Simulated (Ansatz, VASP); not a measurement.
**PbSe: VASP beside Ansatz**

The input POSCAR:

```
PbSe
1.0
    0.0000000000      2.9960411529      2.9960411529
    2.9960411529      0.0000000000      2.9960411529
    2.9960411529      2.9960411529      0.0000000000
Pb Se
1 1
Direct
    0.0000000000      0.0000000000      0.0000000000
    0.5000000000      0.5000000000      0.5000000000
```

INCAR.step1

```
PREC     = Accurate       # precision mode
ENCUT    = 520            # plane-wave cutoff, eV
ISMEAR   = -1             # smearing method
SIGMA    = 0.02           # smearing width, eV
LREAL    = False          # projectors in reciprocal space
LASPH    = True           # aspherical terms in the spheres
NELM     = 80             # most SCF steps
NBANDS   = 17             # bands
GGA      = PE             # functional
ALGO     = Normal         # electronic algorithm
EDIFF    = 1E-4           # SCF threshold, eV
LWAVE    = True           # write WAVECAR
LCHARG   = False          # write CHGCAR
```

INCAR.step2

```
PREC     = Accurate       # precision mode
ENCUT    = 520            # plane-wave cutoff, eV
EDIFF    = 1E-6           # SCF threshold, eV
ISMEAR   = -1             # smearing method
SIGMA    = 0.02           # smearing width, eV
LREAL    = False          # projectors in reciprocal space
LASPH    = True           # aspherical terms in the spheres
NELM     = 80             # most SCF steps
ALGO     = Normal         # electronic algorithm
ISIF     = 2              # what is computed and relaxed
LWAVE    = False          # write WAVECAR
LCHARG   = False          # write CHGCAR
METAGGA  = R2SCAN         # meta-GGA
LMIXTAU  = True         
NBANDS   = 17             # bands
ISTART   = 1
```

The input KPOINTS:

```
regular mesh
0
Gamma
  8 8 8
```

Input for Ansatz:

```yaml
crystal:
  lattice:
    - [0.0, 2.9960411529, 2.9960411529]
    - [2.9960411529, 0.0, 2.9960411529]
    - [2.9960411529, 2.9960411529, 0.0]
  atoms:
    - { symbol: Pb, position: [0.0, 0.0, 0.0] }
    - { symbol: Se, position: [0.5, 0.5, 0.5] }
kpoints:
  mp_grid: { grid: [8, 8, 8] }
  band_path:
    path:
      - [0.0, 0.0, 0.0]
      - [0.5, 0.0, 0.5]
      - [0.625, 0.25, 0.625]
      - [0.375, 0.375, 0.75]
      - [0.5, 0.5, 0.5]
      - [0.5, 0.25, 0.75]
      - [0.0, 0.0, 0.5]
    npoints: 1
hamiltonian:
  xc: r2scan
scf:
  occupations: { method: fermi_dirac, width: 0.02 }
  n_extra_bands: 4
output:
  forces: true
  stress: true
  eigenvalues: true
```

Change from the starting cell: hydrostatic strain -3.0%.

Alike in both runs: task single point; functional r2SCAN; k mesh 8 × 8 × 8; occupations fermi-dirac, width 0.02 eV; no spin polarisation.

|  | VASP | Ansatz |
| --- | --- | --- |
| version | VASP 6.6.1 | Ansatz 0.2.0 |
| potentials or method | VASP PAW PBE potentials, release 64 (Pb_d, Se) | plane waves, PAW |
| plane-wave cutoff (eV) | 520 | 500 |
| valence electrons in the cell | 20 | 30 |

|  | VASP | Ansatz | Ansatz less VASP |
| --- | --- | --- | --- |
| pressure (GPa) | 5.8 | 5.8 | -0.05 |

VASP's potentials were made for PBE, not for r2SCAN. VASP's potentials hold 20 valence electrons a cell and Ansatz's 30, so a difference there can come from the potentials and not from the codes.

Spin-orbit coupling is off throughout.
